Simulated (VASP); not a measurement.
Crystal: Sn4Se.

```
Sn Se
1.0
    -3.25095    3.25095    3.25095
     3.25095   -3.25095    3.25095
     3.25095    3.25095   -3.25095
Sn Se
4 1
Direct
  0.00000 0.00000 0.50000
  0.00000 0.50000 0.00000
  0.50000 0.00000 0.00000
  0.50000 0.50000 0.50000
  0.00000 0.00000 0.00000
```

- Program: VASP 6.6.1
- Task: relaxation of cell and atoms
- Functional: PBE
- Potentials or basis: VASP PAW PBE potentials, release 64 (Sn_d, Se)
- Cutoff: 600 eV
- k mesh: 4 × 4 × 4
- Occupations: gaussian, width 0.1 eV
- Spin: no spin polarisation

At the start: pressure 7.8 GPa; volume 27.49 Å³/atom.

Q: How do energy, volume and symmetry change on relaxing?

A: Over 3 steps the energy falls by 88.5 meV/atom and the volume is 31.59 Å³/atom (+14.9 %); space group Im-3m (No. 229, to 0.05 Å).

Step by step:
```tsv
step	energy change (eV)	largest force (eV/Å)	pressure (GPa)	volume (Å³)
1	0.0000	0.0000	7.84	137.43
2	-0.3983	0.0000	-1.71	165.95
3	-0.4424	0.0000	0.04	157.95
```

Final structure:
```
CELL_PARAMETERS angstrom
-3.40530 3.40530 3.40530
3.40530 -3.40530 3.40530
3.40530 3.40530 -3.40530
ATOMIC_POSITIONS crystal
Sn 0.00000 0.00000 0.50000
Sn 0.00000 0.50000 0.00000
Sn 0.50000 0.00000 0.00000
Sn 0.50000 0.50000 0.50000
Se 0.00000 0.00000 0.00000
```
